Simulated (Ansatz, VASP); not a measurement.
One calculation of BeZn2Se3, two programs

```
Be Zn Se
1.0
     3.91509    0.00000    0.00000
    -1.95754    3.39056    0.00000
     0.00000    0.00000   19.41139
Be Zn Se
2 4 6
Direct
  0.33333 0.66667 0.00058
  0.66667 0.33333 0.50058
  0.33333 0.66667 0.33830
  0.33333 0.66667 0.66369
  0.66667 0.33333 0.16369
  0.66667 0.33333 0.83830
  0.33333 0.66667 0.11609
  0.33333 0.66667 0.46577
  0.33333 0.66667 0.79057
  0.66667 0.33333 0.29057
  0.66667 0.33333 0.61609
  0.66667 0.33333 0.96577
```

Alike in both runs: task single point; functional PBE; k mesh 6 × 6 × 1; occupations gaussian, width 0.1 eV; no spin polarisation.

|  | VASP | Ansatz |
| --- | --- | --- |
| version | VASP 6.6.1 | Ansatz 0.2.0 |
| potentials or method | VASP PAW PBE potentials, release 64 (Be, Zn, Se), cutoff 520 eV | scalar-relativistic, plane waves, PAW |
| valence electrons in the cell | 88 | 148 |

Ansatz gave:

| Quantity | Value |
| --- | --- |
| gap on the k mesh at the Fermi level (eV) | 1.76 |
| least direct gap on the mesh (eV) | 1.76 |
| pressure (GPa) | 0.0 |
| rms of the force components (eV/Å) | 0.001 |

Estimate VASP's values.

gap on the k mesh at the Fermi level (eV): 1.76; least direct gap on the mesh (eV): 1.76; pressure (GPa): 0.2; rms of the force components (eV/Å): 0.003.

Atom by atom the forces differ by 0.004 eV/Å (rms over components). The functional is the same, so the differences come from potentials, cutoffs and numerics. VASP's potentials hold 88 valence electrons a cell and Ansatz's 148, so a difference there can come from the potentials and not from the codes.
